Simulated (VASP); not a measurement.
Crystal: Li2BrCl.

```
CELL_PARAMETERS angstrom
1.87607 1.08315 6.11642
-1.87607 1.08315 6.11642
0.00000 -2.16629 6.11642
ATOMIC_POSITIONS crystal
Cl 0.00000 0.00000 0.00000
Br 0.50000 0.50000 0.50000
Li 0.25436 0.25436 0.25436
Li 0.74564 0.74564 0.74564
```

Program: VASP 6.6.1. Alike in all runs: task single point; no spin polarisation; cell as given; cutoff (eV) 520; smearing gaussian 0.01 eV.

Order these runs on this cell by their band gap on the k mesh, lowest first.
A. level PBE; potentials or basis VASP PAW PBE potentials, release 64 (Cl, Br, Li_sv); k mesh 6 × 6 × 6
B. level LDA; potentials or basis VASP PAW LDA potentials, release 64 (Cl, Br, Li_sv); k mesh 8 × 8 × 8
C. level r2SCAN; potentials or basis VASP PAW PBE potentials, release 64 (Cl, Br, Li_sv); k mesh 6 × 6 × 6
D. level HSE06; potentials or basis VASP PAW PBE potentials, release 64 (Cl, Br, Li_sv); k mesh 4 × 4 × 4; grid for exact exchange (PRECFOCK) Normal; share of exact exchange 0.25; screening parameter 0.2079 1/Å

B (4.79 eV), A (5.10 eV), C (5.96 eV), D (6.33 eV).

Caveats: some runs use coarse meshes.

A k mesh can miss the band edges.
